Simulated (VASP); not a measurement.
# AlN (F-43m) in VASP: a series of runs, part 2 of 2

VASP 6.6.1.

**3. Relaxation of cell and atoms, revPBE+D3(BJ)**

Input file INCAR:

```
ALGO = Normal
EDIFF = 1E-6
EDIFFG = -0.005
ENCUT = 600
GGA = RE
IBRION = 2
ISIF = 3
ISMEAR = -1
IVDW = 12
LASPH = True
LCHARG = False
LREAL = False
LWAVE = False
NELM = 80
NSW = 80
PREC = Accurate
SIGMA = 0.05
```

Input file KPOINTS:

```
k-points
0
Gamma
  10 10 10
```

Input file POSCAR:

```
AlN
1.0
    0.0000000000      2.1839935596      2.1839935596
    2.1839935596      0.0000000000      2.1839935596
    2.1839935596      2.1839935596      0.0000000000
Al N
1 1
Direct
    0.0000000000      0.0000000000      0.0000000000
    0.2500000000      0.2500000000      0.2500000000
```

Potentials or basis: VASP PAW PBE potentials, release 64 (Al, N).

Launch:

```sh
$ cat potpaw_PBE.64/Al/POTCAR potpaw_PBE.64/N/POTCAR > POTCAR
$ mpirun -np 1 vasp_std > vasp.out
```

OUTCAR:

```text
EDIFF = 1E-6
   EDIFFG = -0.005
   ENCUT = 600
   GGA = RE
   IBRION = 2
   ISIF = 3
   ISMEAR = -1
   IVDW = 12
   LASPH = True
   LREAL = False
   NELM = 80
   NSW = 80
   PREC = Accurate
 IVDW          = 12

 ion  position               nearest neighbor table
   1  0.000  0.000  0.000-   2 1.89   2 1.89   2 1.89   2 1.89
   2  0.250  0.250  0.250-   1 1.89   1 1.89   1 1.89   1 1.89

  LATTYP: Found a face centered cubic cell.
 ALAT       =     4.3679871192

  Lattice vectors:

 A1 = (   0.0000000000,   2.1839935596,   2.1839935596)
 A2 = (   2.1839935596,   0.0000000000,   2.1839935596)
 A3 = (   2.1839935596,   2.1839935596,   0.0000000000)

Analysis of symmetry for initial positions (statically):
=====================================================================
 Subroutine PRICEL returns:
 Original cell was already a primitive cell.

 Routine SETGRP: Setting up the symmetry group for a
 face centered cubic supercell.

 Subroutine GETGRP returns: Found 24 space group operations
 (whereof 24 operations were pure point group operations)
 out of a pool of 48 trial point group operations.

The static configuration has the point symmetry T_d .

Analysis of symmetry for dynamics (positions and initial velocities):
=====================================================================
 Subroutine PRICEL returns:
 Original cell was already a primitive cell.

 Routine SETGRP: Setting up the symmetry group for a
 face centered cubic supercell.

 Subroutine GETGRP returns: Found 24 space group operations
 (whereof 24 operations were pure point group operations)
 out of a pool of 48 trial point group operations.

The dynamic configuration has the point symmetry T_d .

 Subroutine INISYM returns: Found 24 space group operations
 (whereof 24 operations are pure point group operations),
 and found     1 'primitive' translations

----------------------------------------------------------------------------------------

                                     Primitive cell

  volume of cell :      20.8345

  direct lattice vectors                    reciprocal lattice vectors
     0.000000000  2.183993560  2.183993560    -0.228938404  0.228938404  0.228938404
     2.183993560  0.000000000  2.183993560     0.228938404 -0.228938404  0.228938404
     2.183993560  2.183993560  0.000000000     0.228938404  0.228938404 -0.228938404

  length of vectors
     3.088633312  3.088633312  3.088633312     0.396532948  0.396532948  0.396532948

  position of ions in fractional coordinates (direct lattice)
     0.000000000  0.000000000  0.000000000
     0.250000000  0.250000000  0.250000000

  ion indices of the primitive-cell ions
   primitive index   ion index
                 1           1
                 2           2

----------------------------------------------------------------------------------------

 KPOINTS: k-points

Automatic generation of k-mesh.
 Grid dimensions read from file:
 generate k-points for:   10   10   10

 Generating k-lattice:

  Cartesian coordinates                     Fractional coordinates (reciprocal lattice)
    -0.022893840  0.022893840  0.022893840     0.100000000  0.000000000  0.000000000
     0.022893840 -0.022893840  0.022893840     0.000000000  0.100000000  0.000000000
     0.022893840  0.022893840 -0.022893840     0.000000000  0.000000000  0.100000000

  Length of vectors
     0.039653295  0.039653295  0.039653295

  Shift w.r.t. Gamma in fractional coordinates (k-lattice)
     0.000000000  0.000000000  0.000000000

 Subroutine IBZKPT returns following result:
 ===========================================

 Found     47 irreducible k-points:

 Following reciprocal coordinates:
            Coordinates               Weight
  0.000000  0.000000  0.000000      1.000000
  0.100000  0.000000  0.000000      8.000000
  0.200000  0.000000  0.000000      8.000000
  0.300000  0.000000  0.000000      8.000000
  0.400000  0.000000  0.000000      8.000000
  0.500000  0.000000  0.000000      4.000000
[... 16 lines left out ...]
  0.300000  0.300000  0.000000      6.000000
  0.400000  0.300000  0.000000     24.000000
 [... further k-points ...]
   k-points           NKPTS =     47   k-points in BZ     NKDIM =     47   number of bands    NBANDS=      8
   number of dos      NEDOS =    301   number of ions     NIONS =      2
   total plane-waves  NPLWV =  21952
   dimension x,y,z NGX =    28 NGY =   28 NGZ =   28
   dimension x,y,z NGXF=    56 NGYF=   56 NGZF=   56
   ions per type =               1   1
   NGX,Y,Z   is equivalent  to a cutoff of  15.07, 15.07, 15.07 a.u.
   NGXF,Y,Z  is equivalent  to a cutoff of  30.14, 30.14, 30.14 a.u.
 SYSTEM =  unknown system
   PREC   = accura    normal or accurate (medium, high low for compatibility)
   ISTART =      0    job   : 0-new  1-cont  2-samecut
   ICHARG =      2    charge: 1-file 2-atom 10-const
   ISPIN  =      1    spin polarized calculation?
   LNONCOLLINEAR =      F non collinear calculations
   LSORBIT =      F    spin-orbit coupling
   LASPH  =      T    aspherical Exc in radial PAW
   ENCUT  =  600.0 eV  44.10 Ry    6.64 a.u.   6.17  6.17  6.17*2*pi/ulx,y,z
   NELM   =     80;   NELMIN=  2; NELMDL= -5     # of ELM steps
   EDIFF  = 0.1E-05   stopping-criterion for ELM
   LREAL  =      F    real-space projection
   EDIFFG = -.5E-02   stopping-criterion for IOM
   NSW    =     80    number of steps for IOM
   IBRION =      2    ionic relax: 0-MD 1-quasi-New 2-CG
   NFREE  =      1    steps in history (QN), initial steepest desc. (CG)
   ISIF   =      3    stress and relaxation
   ISYM   =      2    0-nonsym 1-usesym 2-fastsym
   POTIM  = 0.5000    time-step for ionic-motion
   TEBEG  =    0.0;   TEEND  =   0.0 temperature during run
   PSTRESS=    0.0 pullay stress
   NELECT =       8.0000    total number of electrons
   NUPDOWN=      -1.0000    fix difference up-down
   EMIN   =  10.00;   EMAX   =-10.00  energy-range for DOS
   EFERMI =   0.00;   METHOD = LEGACY
   ISMEAR =    -1;   SIGMA  =   0.05  broadening in eV -4-tet -1-fermi 0-gaus
   EFERMI_NEDOS =   21; number of points for ismear=-14 and -15
   IALGO  =     38    algorithm
   IMIX   =      4    mixing-type and parameters
     AMIX     =   0.40;   BMIX     =  1.00
     AMIX_MAG =   1.60;   BMIX_MAG =  1.00
  volume/ion in A,a.u.               =      10.42        70.30
  Fermi-wavevector in a.u.,A,eV,Ry     =   1.189899  2.248583 19.263943  1.415860
  Thomas-Fermi vector in A             =   2.325996
   LORBIT       =      0    0 simple, 1 ext, 2 COOP (PROOUT), +10 PAW based schemes
   GGA     = RE    functional components
   LHFCALC =     F    Hartree Fock is set to
   AEXX    =    0.0000 exact exchange contribution
   IVDW    =    12    specifies the selected vdW correction
   LEPSILON=     F    determine dielectric tensor
   LRPA    =     F    only Hartree local field effects (RPA)
 conjugate gradient relaxation of ions
 non-spin polarized calculation
  energy-cutoff  :      600.00
  volume of cell :       20.83
 maximum number of plane-waves:       725
 NGX is ok and might be reduce to    28
   NGX = 13   NGY = 13   NGZ = 13

--------------------------------------- Ionic step        1  -------------------------------------------

 number of electron       7.9999999 magnetization

 Free energy of the ion-electron system (eV)
  ---------------------------------------------------
  ext. energy  EPLUGINS =         0.00000000
  ---------------------------------------------------
  free energy    TOTEN  =       -14.23109626 eV

  energy without entropy =      -14.23109626  energy(sigma->0) =      -14.23109626

------------------------ aborting loop because EDIFF is reached ----------------------------------------

 Edisp (eV)   -1.05608

 E8    (eV) :    -0.7005
[... 71 lines left out ...]
--------------------------------------- Ionic step        3  -------------------------------------------

 number of electron       7.9999999 magnetization

 Free energy of the ion-electron system (eV)
  ---------------------------------------------------
  ext. energy  EPLUGINS =         0.00000000
  ---------------------------------------------------
  free energy    TOTEN  =       -14.22296069 eV

  energy without entropy =      -14.22296069  energy(sigma->0) =      -14.22296069

 E-fermi :   7.1330     XC(G=0): -10.8773

 val. band max:        6.1298548902   @ k =   0.0000   0.0000   0.0000
 cond. band min:       9.4832895490   @ k =   0.5000   0.5000   0.0000
 fundamental gap:      3.3534346587
 Fermi energy:         7.1329892640

 k-point     1 :       0.0000    0.0000    0.0000
  band No.  band energies     occupation
      1      -8.9282      2.00000
      2       6.1299      2.00000
      3       6.1299      2.00000
      4       6.1299      2.00000
      5      10.4230      0.00000
      6      18.8548      0.00000
      7      18.8548      0.00000
      8      18.8548      0.00000
[... 243 lines left out ...]
 k-point    24 :       0.4000    0.3000    0.0000
  band No.  band energies     occupation
      1      -6.9175      2.00000
      2       1.9805      2.00000
      3       4.4305      2.00000
      4       4.7286      2.00000
      5      11.0965      0.00000
      6      15.7985      0.00000
      7      18.5602      0.00000
      8      20.8903      0.00000

 [... further k-points ...]

------------------------ aborting loop because EDIFF is reached ----------------------------------------

 Edisp (eV)   -1.06506

 E8    (eV) :    -0.7064
[... 25 lines left out ...]
  FREE ENERGIE OF THE ION-ELECTRON SYSTEM (eV)
  ---------------------------------------------------
  free  energy   TOTEN  =       -15.2880174536 eV

  energy  without entropy=      -15.2880174535  energy(sigma->0) =      -15.28801745

 reached required accuracy - stopping structural energy minimisation
```

CONTCAR:

```text
AlN
   1.00000000000000
     0.0000000000000000    2.1781836887121249    2.1781836887121249
     2.1781836887121249   -0.0000000000000000    2.1781836887121249
     2.1781836887121249    2.1781836887121249    0.0000000000000000
  Al              N
     1     1
Direct
     0.0000000000000000    0.0000000000000000    0.0000000000000000
     0.2500000000000000    0.2500000000000000    0.2500000000000000

  0.00000000E+00  0.00000000E+00  0.00000000E+00
  0.00000000E+00  0.00000000E+00  0.00000000E+00
```

It took 28 s on 1 thread of Intel Xeon Platinum 8375C at 2.90GHz (Ice Lake), shared host; peak memory 0.16 GiB.

Results:

```
Free energy                            : -15.2880 eV
Relaxed volume                         : 10.33 Å³/atom
Relaxed cell                           : a = 3.080 Å, b = 3.080 Å, c = 3.080 Å, α = 60.00°, β = 60.00°, γ = 60.00°
Space group after relaxing (to 0.05 Å) : F-43m (No. 216)
Energy gained by relaxing              : 0.4 meV/atom
Ionic steps                            : 3
Pressure after relaxing                : 0.0 GPa
Band gap on the k mesh                 : 3.35 eV, indirect (least direct gap 4.29 eV)
Dispersion energy per atom             : -0.533 eV
```

The path:
```
step  energy change (eV)  largest force (eV/Å)  pressure (GPa)  volume (Å³)
   1              0.0000                0.0000           -1.61        20.83
   2             -0.0001                0.0000            1.52        20.52
   3             -0.0008                0.0000            0.01        20.67
```

Final structure:
```
Al N
1.0
     0.00000    2.17818    2.17818
     2.17818    0.00000    2.17818
     2.17818    2.17818    0.00000
Al N
1 1
Direct
  0.00000 0.00000 0.00000
  0.25000 0.25000 0.25000
```

Levels at points of the mesh, in eV from the valence-band top:
```csv
k point,band 2,band 3,band 4,band 5,band 6,band 7
"(0.00, 0.00, 0.00)",0.00,0.00,0.00,4.29,12.72,12.72
"(0.50, 0.00, 0.00)",-5.86,-0.48,-0.48,7.52,9.96,11.25
"(0.50, 0.50, 0.00)",-4.90,-1.77,-1.77,3.35,8.75,14.17
```

Caveat: the PAW data sets were made with another functional, which shifts forces and pressure a little.
